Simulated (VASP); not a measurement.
A run of VASP 6.6.1 is set up as follows.

INCAR

```
PREC = Accurate
ENCUT = 600
EDIFF = 1E-6
ISMEAR = -1
SIGMA = 0.08
LREAL = False
LASPH = True
NELM = 60
ALGO = Normal
ISIF = 3
LWAVE = False
LCHARG = False
GGA = CA
IBRION = 2
NSW = 100
EDIFFG = -0.002
PSTRESS = 150.0
```

The input KPOINTS:

```
Automatic mesh
0
Gamma
  14 14 14
```

POSCAR

```
InAs
1.0
    0.0000000000      3.0129702486      3.0129702486
    3.0129702486      0.0000000000      3.0129702486
    3.0129702486      3.0129702486      0.0000000000
In As
1 1
Direct
    0.0000000000      0.0000000000      0.0000000000
    0.7500000000      0.7500000000      0.7500000000
```

Potentials or basis: VASP PAW LDA potentials, release 64 (In_d, As).

Run with:

```console
$ cat potpaw_LDA.64/In_d/POTCAR potpaw_LDA.64/As/POTCAR > POTCAR
$ mpirun -np 1 vasp_std > vasp.out
```

**Question.** What does it give for the space group after relaxing (to 0.1 Å)?

**Answer.** F-43m (No. 216).

**Question.** Estimate the relaxed volume.

**Answer.** 23.19 Å³/atom.

**Question.** Predict the band gap on the k mesh.

**Answer.** 0.50 eV.

**Question.** Predict the relaxed cell.

**Answer.** a = 4.033 Å, b = 4.033 Å, c = 4.033 Å, α = 60.00°, β = 60.00°, γ = 60.00°.

Final structure:
```
In As
1.0
     0.00000    2.85177    2.85177
     2.85177    0.00000    2.85177
     2.85177    2.85177    0.00000
In As
1 1
Direct
  0.00000 0.00000 0.00000
  0.75000 0.75000 0.75000
```

Caveat: the cell is relaxed towards a set pressure, so the run minimises the enthalpy, not the energy; the volume moved by over 15 % at a fixed basis, so the end points are rough; semilocal functionals underestimate gaps, and a narrow one can read as zero; spin-orbit coupling is left out, which moves the levels of the heavy elements. LDA usually gives volumes a few per cent too small.
